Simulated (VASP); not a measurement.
Write the native input for VASP 6.6.1 that does the following.

| Quantity | Value |
| --- | --- |
| Task | single point |
| Functional | PBE |
| Potentials or basis | VASP PAW PBE potentials, release 64 (Pd) |
| Cutoff | 520 eV |
| k mesh | 17 × 17 × 9 |
| Occupations | fermi-dirac, width 0.1 eV |
| Spin | no spin polarisation |
| Dipole correction | no |
| Further INCAR settings | ALGO = Normal; EDIFF = 1e-06; NBANDS = 17 |

The structure of Pd lies in POSCAR:

```
Pd
1.0
    2.7784509721      0.0000000000      0.0000000000
   -1.3892254860      2.4062091250      0.0000000000
    0.0000000000      0.0000000000      4.6156812806
Pd
2
Direct
    0.3333333333      0.6666666667      0.2500000000
    0.6666666667      0.3333333333      0.7500000000
```

The input as run:

INCAR

```
ALGO = Normal
EDIFF = 1E-6
ENCUT = 520
GGA = PE
ISIF = 2
ISMEAR = -1
LASPH = True
LCHARG = False
LREAL = False
LWAVE = False
NBANDS = 17
NELM = 80
PREC = Accurate
SIGMA = 0.1
```

KPOINTS

```
k-points
0
Gamma
  17 17 9
```

Potentials or basis: VASP PAW PBE potentials, release 64 (Pd).

Command:

```sh
$ cat potpaw_PBE.64/Pd/POTCAR > POTCAR
$ mpirun -np 1 vasp_std > vasp.out
```

It gave:

```json
{"Pressure": "-0.3 GPa", "Band gap on the k mesh": "zero (band 10 reaches 9.22 eV, above the bottom of band 11 at 8.47 eV)"}
```

Run time: 75 s on 1 thread of Intel Xeon 8259CL, with other jobs on the host, peak memory 0.21 GiB.
